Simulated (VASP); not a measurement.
# Al3Cu (P4/mmm) in VASP: further runs

The runs below take Al3Cu through relaxation of shape and atoms at fixed volume, single point, with PBEsol.

Program: VASP 6.6.1. These are calculated values, not measurements. Logs are shortened: lines on timing, memory, paths and dates and some standing lists are left out, and cuts for length are marked.

### Step 1. The cell of the first run

The structure is tetragonal, space group P4/mmm (No. 123). The conventional cell has a = 2.868 Å, b = 2.868 Å, c = 7.856 Å, α = 90.00°, β = 90.00°, γ = 90.00°. Al (site symmetry 4/mmm) has 16 Al at 2.87 to 4.06 Å and 2 Cu at 3.93 Å within 4.1 Å. Al (site symmetry 4mm) has 4 Cu at 2.65 Å and 9 Al at 2.87 to 3.42 Å within 3.5 Å. Cu (site symmetry 4/mmm) has 8 Al at 2.65 Å and 4 Cu at 2.87 Å within 3.5 Å.

### Step 2. Relaxation of shape and atoms at fixed volume, PBEsol (16.15 Å³/atom)

Input file INCAR:

```
PREC     = Accurate       # precision mode
ENCUT    = 600            # plane-wave cutoff, eV
EDIFF    = 1E-6           # SCF threshold, eV
ISMEAR   = 0              # smearing method
SIGMA    = 0.1            # smearing width, eV
LREAL    = F              # projectors in reciprocal space
LASPH    = T              # aspherical terms in the spheres
NELM     = 80             # most SCF steps
ALGO     = Fast           # electronic algorithm
ISIF     = 4              # what is computed and relaxed
LWAVE    = F              # write WAVECAR
LCHARG   = F              # write CHGCAR
GGA      = PS             # functional
IBRION   = 2              # ionic algorithm
NSW      = 50             # ionic steps
EDIFFG   = -0.01          # ionic threshold
```

Input file KPOINTS:

```
Automatic mesh
0
Gamma
  16 16 6
```

Input file POSCAR:

```
Al3Cu
1.0
    2.8680091502      0.0000000000      0.0000000000
    0.0000000000      2.8680091502      0.0000000000
    0.0000000000      0.0000000000      7.8560584475
Al Cu
3 1
Direct
    0.0000000000      0.0000000000      0.5000000000
    0.5000000000      0.5000000000      0.2177343048
    0.5000000000      0.5000000000      0.7822656952
    0.0000000000      0.0000000000      0.0000000000
```

Potentials or basis: VASP PAW PBE potentials, release 64 (Al, Cu).

On the command line:

```console
$ cat potpaw_PBE.64/Al/POTCAR potpaw_PBE.64/Cu/POTCAR > POTCAR
$ mpirun -np 1 vasp_std > vasp.out
```

OUTCAR:

```text
PREC = Accurate
   ENCUT = 600
   EDIFF = 1E-6
   ISMEAR = 0
   LREAL = F
   LASPH = T
   NELM = 80
   ISIF = 4
   GGA = PS
   IBRION = 2
   NSW = 50
   EDIFFG = -0.01

 ion  position               nearest neighbor table
   1  0.000  0.000  0.500-   2 3.01   3 3.01   2 3.01   3 3.01   2 3.01   3 3.01   2 3.01   3 3.01

   2  0.500  0.500  0.218-   4 2.65   4 2.65   4 2.65   4 2.65   1 3.01   1 3.01   1 3.01   1 3.01

   3  0.500  0.500  0.782-   4 2.65   4 2.65   4 2.65   4 2.65   1 3.01   1 3.01   1 3.01   1 3.01

   4  0.000  0.000  0.000-   2 2.65   3 2.65   2 2.65   3 2.65   2 2.65   3 2.65   2 2.65   3 2.65

  LATTYP: Found a simple tetragonal cell.
 ALAT       =     2.8680091502
 C/A-ratio  =     2.7392027138

  Lattice vectors:

 A1 = (   2.8680091502,   0.0000000000,   0.0000000000)
 A2 = (   0.0000000000,   2.8680091502,   0.0000000000)
 A3 = (   0.0000000000,   0.0000000000,   7.8560584475)

Analysis of symmetry for initial positions (statically):
=====================================================================
 Subroutine PRICEL returns:
 Original cell was already a primitive cell.

 Routine SETGRP: Setting up the symmetry group for a
 simple tetragonal supercell.

 Subroutine GETGRP returns: Found 16 space group operations
 (whereof 16 operations were pure point group operations)
 out of a pool of 16 trial point group operations.

The static configuration has the point symmetry D_4h.

Analysis of symmetry for dynamics (positions and initial velocities):
=====================================================================
 Subroutine PRICEL returns:
 Original cell was already a primitive cell.

 Routine SETGRP: Setting up the symmetry group for a
 simple tetragonal supercell.

 Subroutine GETGRP returns: Found 16 space group operations
 (whereof 16 operations were pure point group operations)
 out of a pool of 16 trial point group operations.

The dynamic configuration has the point symmetry D_4h.

 Subroutine INISYM returns: Found 16 space group operations
 (whereof 16 operations are pure point group operations),
 and found     1 'primitive' translations

----------------------------------------------------------------------------------------

                                     Primitive cell

  volume of cell :      64.6198

  direct lattice vectors                    reciprocal lattice vectors
     2.868009150  0.000000000  0.000000000     0.348673922  0.000000000  0.000000000
     0.000000000  2.868009150  0.000000000     0.000000000  0.348673922  0.000000000
     0.000000000  0.000000000  7.856058447     0.000000000  0.000000000  0.127290295

  length of vectors
     2.868009150  2.868009150  7.856058447     0.348673922  0.348673922  0.127290295

  position of ions in fractional coordinates (direct lattice)
     0.000000000  0.000000000  0.500000000
     0.500000000  0.500000000  0.217734305
     0.500000000  0.500000000  0.782265695
     0.000000000  0.000000000  0.000000000

  ion indices of the primitive-cell ions
   primitive index   ion index
                 1           1
                 2           2
                 3           3
                 4           4

----------------------------------------------------------------------------------------

 KPOINTS: Automatic mesh

Automatic generation of k-mesh.
 Grid dimensions read from file:
 generate k-points for:   16   16    6

 Generating k-lattice:

  Cartesian coordinates                     Fractional coordinates (reciprocal lattice)
     0.021792120  0.000000000  0.000000000     0.062500000  0.000000000  0.000000000
     0.000000000  0.021792120  0.000000000     0.000000000  0.062500000  0.000000000
     0.000000000  0.000000000  0.021215049     0.000000000  0.000000000  0.166666667

  Length of vectors
     0.021792120  0.021792120  0.021215049

  Shift w.r.t. Gamma in fractional coordinates (k-lattice)
     0.000000000  0.000000000  0.000000000

 Subroutine IBZKPT returns following result:
 ===========================================

 Found    180 irreducible k-points:

 Following reciprocal coordinates:
            Coordinates               Weight
  0.000000  0.000000  0.000000      1.000000
  0.062500  0.000000  0.000000      4.000000
  0.125000  0.000000  0.000000      4.000000
  0.187500  0.000000  0.000000      4.000000
  0.250000  0.000000  0.000000      4.000000
  0.312500  0.000000  0.000000      4.000000
[... 16 lines left out ...]
  0.437500  0.125000  0.000000      8.000000
  0.500000  0.125000  0.000000      4.000000
 [... further k-points ...]
   k-points           NKPTS =    180   k-points in BZ     NKDIM =    180   number of bands    NBANDS=     14
   number of dos      NEDOS =    301   number of ions     NIONS =      4
   total plane-waves  NPLWV =  36864
   dimension x,y,z NGX =    24 NGY =   24 NGZ =   64
   dimension x,y,z NGXF=    48 NGYF=   48 NGZF=  128
   ions per type =               3   1
   NGX,Y,Z   is equivalent  to a cutoff of  13.91, 13.91, 13.54 a.u.
   NGXF,Y,Z  is equivalent  to a cutoff of  27.82, 27.82, 27.09 a.u.
 SYSTEM =  unknown system
   PREC   = accura    normal or accurate (medium, high low for compatibility)
   ISTART =      0    job   : 0-new  1-cont  2-samecut
   ICHARG =      2    charge: 1-file 2-atom 10-const
   ISPIN  =      1    spin polarized calculation?
   LNONCOLLINEAR =      F non collinear calculations
   LSORBIT =      F    spin-orbit coupling
   LASPH  =      T    aspherical Exc in radial PAW
   ENCUT  =  600.0 eV  44.10 Ry    6.64 a.u.   5.73  5.73 15.69*2*pi/ulx,y,z
   NELM   =     80;   NELMIN=  2; NELMDL= -5     # of ELM steps
   EDIFF  = 0.1E-05   stopping-criterion for ELM
   LREAL  =      F    real-space projection
   EDIFFG = -.1E-01   stopping-criterion for IOM
   NSW    =     50    number of steps for IOM
   IBRION =      2    ionic relax: 0-MD 1-quasi-New 2-CG
   NFREE  =      1    steps in history (QN), initial steepest desc. (CG)
   ISIF   =      4    stress and relaxation
   ISYM   =      2    0-nonsym 1-usesym 2-fastsym
   POTIM  = 0.5000    time-step for ionic-motion
   TEBEG  =    0.0;   TEEND  =   0.0 temperature during run
   PSTRESS=    0.0 pullay stress
   NELECT =      20.0000    total number of electrons
   NUPDOWN=      -1.0000    fix difference up-down
   EMIN   =  10.00;   EMAX   =-10.00  energy-range for DOS
   EFERMI =   0.00;   METHOD = LEGACY
   ISMEAR =     0;   SIGMA  =   0.10  broadening in eV -4-tet -1-fermi 0-gaus
   EFERMI_NEDOS =   21; number of points for ismear=-14 and -15
   IALGO  =     68    algorithm
   IMIX   =      4    mixing-type and parameters
     AMIX     =   0.40;   BMIX     =  1.00
     AMIX_MAG =   1.60;   BMIX_MAG =  1.00
  volume/ion in A,a.u.               =      16.15       109.02
  Fermi-wavevector in a.u.,A,eV,Ry     =   1.107379  2.092643 16.684661  1.226288
  Thomas-Fermi vector in A             =   2.243892
   LORBIT       =      0    0 simple, 1 ext, 2 COOP (PROOUT), +10 PAW based schemes
   GGA     = PS    functional components
   LHFCALC =     F    Hartree Fock is set to
   AEXX    =    0.0000 exact exchange contribution
   IVDW    =     0    specifies the selected vdW correction
   LEPSILON=     F    determine dielectric tensor
   LRPA    =     F    only Hartree local field effects (RPA)
 conjugate gradient relaxation of ions
 non-spin polarized calculation
 RMM-DIIS sequential band-by-band and
 Gauss-broadening in eV      SIGMA  =   0.10
  energy-cutoff  :      600.00
  volume of cell :       64.62
 maximum number of plane-waves:      2188
 NGX is ok and might be reduce to    24
   NGX = 11   NGY = 11   NGZ = 31

--------------------------------------- Ionic step        1  -------------------------------------------

 number of electron      19.9999997 magnetization

 Free energy of the ion-electron system (eV)
  ---------------------------------------------------
  ext. energy  EPLUGINS =         0.00000000
  ---------------------------------------------------
  free energy    TOTEN  =       -16.81295306 eV

  energy without entropy =      -16.80350414  energy(sigma->0) =      -16.80822860

------------------------ aborting loop because EDIFF is reached ----------------------------------------

  FORCE on cell =-STRESS in cart. coord.  units (eV):
  Direction    XX          YY          ZZ          XY          YZ          ZX
  --------------------------------------------------------------------------------------
  -------------------------------------------------------------------------------------
  Total       -3.0556892     -3.0556892     -3.0631772      0.0000000      0.0000000     -0.0000000
  in kB      -75.7624461    -75.7624461    -75.9481024      0.0000000      0.0000000     -0.0000000
  external PRESSURE =     -75.8243315 kB  Pullay stress =       0.0000000 kB
[... 61 lines left out ...]
  energy  without entropy=      -16.8038164642  energy(sigma->0) =      -16.80852577

--------------------------------------- Ionic step        3  -------------------------------------------

 number of electron      19.9999997 magnetization

 Free energy of the ion-electron system (eV)
  ---------------------------------------------------
  ext. energy  EPLUGINS =         0.00000000
  ---------------------------------------------------
  free energy    TOTEN  =       -16.81368979 eV

  energy without entropy =      -16.80438149  energy(sigma->0) =      -16.80903564

 E-fermi :   7.3910     XC(G=0): -10.5518

 val. band max:        7.3895085080   @ k =   0.3750   0.3125   0.1667
 cond. band min:       7.3936097039   @ k =   0.3750   0.1250   0.1667
 fundamental gap:      0.0041011959
 Fermi energy:         7.3910285555

 k-point     1 :       0.0000    0.0000    0.0000
  band No.  band energies     occupation
      1      -3.1620      2.00000
      2      -0.8952      2.00000
      3      -0.6458      2.00000
      4       3.1947      2.00000
      5       3.2547      2.00000
      6       3.9467      2.00000
      7       3.9467      2.00000
      8       4.2881      2.00000
      9       5.7342      2.00000
     10       7.6733      0.00007
     11      13.5691      0.00000
     12      13.5691      0.00000
     13      13.7507      0.00000
     14      15.1544      0.00000
[... 375 lines left out ...]
 k-point    24 :       0.5000    0.1250    0.0000
  band No.  band energies     occupation
      1       1.4089      2.00000
      2       1.4555      2.00000
      3       2.1626      2.00000
      4       3.2592      2.00000
      5       3.3929      2.00000
      6       3.4317      2.00000
      7       3.9777      2.00000
      8       4.2649      2.00000
      9       4.3505      2.00000
     10       5.2533      2.00000
     11       5.5188      2.00000
     12      10.2889      0.00000
     13      11.1948      0.00000
     14      11.2019      0.00000

 [... further k-points ...]

------------------------ aborting loop because EDIFF is reached ----------------------------------------

  FORCE on cell =-STRESS in cart. coord.  units (eV):
  Direction    XX          YY          ZZ          XY          YZ          ZX
  --------------------------------------------------------------------------------------
  -------------------------------------------------------------------------------------
  Total       -3.0126311     -3.0126311     -3.0201984      0.0000000      0.0000000     -0.0000000
  in kB      -74.6948692    -74.6948692    -74.8824909      0.0000000      0.0000000     -0.0000000
  external PRESSURE =     -74.7574098 kB  Pullay stress =       0.0000000 kB
[... 19 lines left out ...]
  FREE ENERGIE OF THE ION-ELECTRON SYSTEM (eV)
  ---------------------------------------------------
  free  energy   TOTEN  =       -16.8136897910 eV

  energy  without entropy=      -16.8043814857  energy(sigma->0) =      -16.80903564

 reached required accuracy - stopping structural energy minimisation
```

Wall time 9 min (1 thread of Intel Xeon 8259CL, shared host); peak memory 0.35 GiB.

What came out:

```yaml
Free_energy: -16.8137 eV
Energy_gained_by_relaxing: 0.2 meV/atom
Ionic_steps: 3
Pressure_after_relaxing: -7.5 GPa
Largest_force_after_relaxing: 0.009 eV/Å
Band_gap_on_the_k_mesh: zero (bands 10 and 11 overlap by 5.81 eV)
```

Forces on the atoms (eV/Å):
```
Al   0.000  0.000  0.000
Al   0.000  0.000 -0.009
Al   0.000  0.000  0.009
Cu   0.000  0.000  0.000
```

The path:
```
step  energy change (eV)  largest force (eV/Å)  pressure (GPa)  volume (Å³)
   1              0.0000                0.0568           -7.58        64.62
   2             -0.0003                0.0452           -7.55        64.62
   3             -0.0007                0.0091           -7.48        64.62
```

Final structure:
```
CELL_PARAMETERS angstrom
2.86835 0.00000 0.00000
0.00000 2.86835 0.00000
0.00000 0.00000 7.85417
ATOMIC_POSITIONS crystal
Al 0.00000 0.00000 0.50000
Al 0.50000 0.50000 0.21634
Al 0.50000 0.50000 0.78366
Cu 0.00000 0.00000 0.00000
```

Levels at points of the mesh, in eV from the Fermi level:
| k point | band 7 | band 8 | band 9 | band 10 | band 11 | band 12 | band 13 | band 14 |
| --- | --- | --- | --- | --- | --- | --- | --- | --- |
| (0.00, 0.00, 0.00) | -3.44 | -3.10 | -1.66 | 0.28 | 6.18 | 6.18 | 6.36 | 7.76 |
| (0.50, 0.00, 0.00) | -3.52 | -3.49 | -3.35 | -2.29 | -1.94 | 2.56 | 3.54 | 3.61 |
| (0.50, 0.50, 0.00) | -2.30 | -0.43 | -0.36 | 0.17 | 0.17 | 0.57 | 0.57 | 0.93 |
| (0.00, 0.00, 0.50) | -3.44 | -3.31 | -3.10 | 3.73 | 5.17 | 6.38 | 6.75 | 6.79 |
| (0.50, 0.00, 0.50) | -3.52 | -3.35 | -2.51 | -1.08 | -0.90 | 0.08 | 0.51 | 7.98 |
| (0.50, 0.50, 0.50) | -1.73 | -1.40 | -1.40 | -0.51 | -0.40 | 0.63 | 1.11 | 3.33 |

Caveat: the PAW data sets were made with another functional, which shifts forces and pressure a little.

### Step 3. Single point, PBEsol

This run uses another cell than the first one, of 10.79 Å³/atom.

Input file INCAR:

```
  ALGO = Fast
  EDIFF = 1E-7
  ENCUT = 520
  GGA = PS
  ISIF = 2
  ISMEAR = 0
  LASPH = T
  LCHARG = T
  LELF = T
  LREAL = F
  LVHAR = T
  LWAVE = F
  NBANDS = 18
  NELM = 100
  PREC = Accurate
  SIGMA = 0.1
```

Input file KPOINTS:

```
k-points
0
Gamma
  16 16 6
```

Input file POSCAR:

```
Al3Cu
1.0
    2.5153759029      0.0000000000      0.0000000000
    0.0000000000      2.5153759029      0.0000000000
    0.0000000000      0.0000000000      6.8240318601
Al Cu
3 1
Direct
    0.0000000000      0.0000000000      0.5000000000
    0.5000000000      0.5000000000      0.2313003024
    0.5000000000      0.5000000000      0.7686996976
    0.0000000000      0.0000000000      0.0000000000
```

Potentials or basis: VASP PAW PBE potentials, release 64 (Al, Cu).

On the command line:

```console
$ cat potpaw_PBE.64/Al/POTCAR potpaw_PBE.64/Cu/POTCAR > POTCAR
$ mpirun -np 1 vasp_std > vasp.out
```

Run time: 3.3 min. Hardware: 1 thread of Intel Xeon Platinum 8259CL at 2.50GHz (Skylake/Cascade Lake), shared host; peak memory 0.25 GiB.

Results (log left out):

| Item | Value |
| --- | --- |
| Free energy | -14.7088 eV |
| Pressure | 60.4 GPa |
| Largest force | 0.009 eV/Å |
| Band gap on the k mesh | zero (bands 10 and 11 overlap by 6.83 eV) |

Forces on the atoms (eV/Å):
```
Al   0.000  0.000  0.000
Al   0.000  0.000  0.009
Al   0.000  0.000 -0.009
Cu   0.000  0.000  0.000
```

Stress tensor (GPa, compression positive):
```
60.44  0.00  0.00
 0.00 60.44  0.00
 0.00  0.00 60.34
```

Levels at points of the mesh, in eV from the Fermi level:
```tsv
k point	band 7	band 8	band 9	band 10	band 11	band 12	band 13	band 14
(0.00, 0.00, 0.00)	-4.61	-4.02	-2.18	0.97	6.47	8.36	8.36	8.39
(0.50, 0.00, 0.00)	-4.76	-4.49	-4.47	-2.61	-1.86	2.95	5.02	5.11
(0.50, 0.50, 0.00)	-3.24	-0.96	-0.33	-0.05	-0.05	0.04	0.44	0.44
(0.00, 0.00, 0.50)	-4.61	-4.42	-4.02	4.92	6.38	6.80	8.52	8.93
(0.50, 0.00, 0.50)	-4.76	-4.47	-3.17	-1.35	-0.96	0.14	1.79	9.80
(0.50, 0.50, 0.50)	-2.30	-2.27	-2.27	-1.00	-0.87	0.50	3.20	3.20
```

Caveat: the cell stands under pressure; the PAW data sets were made with another functional, which shifts forces and pressure a little.

The gap in the log of VASP goes by the Fermi energy; the results here count the filled bands.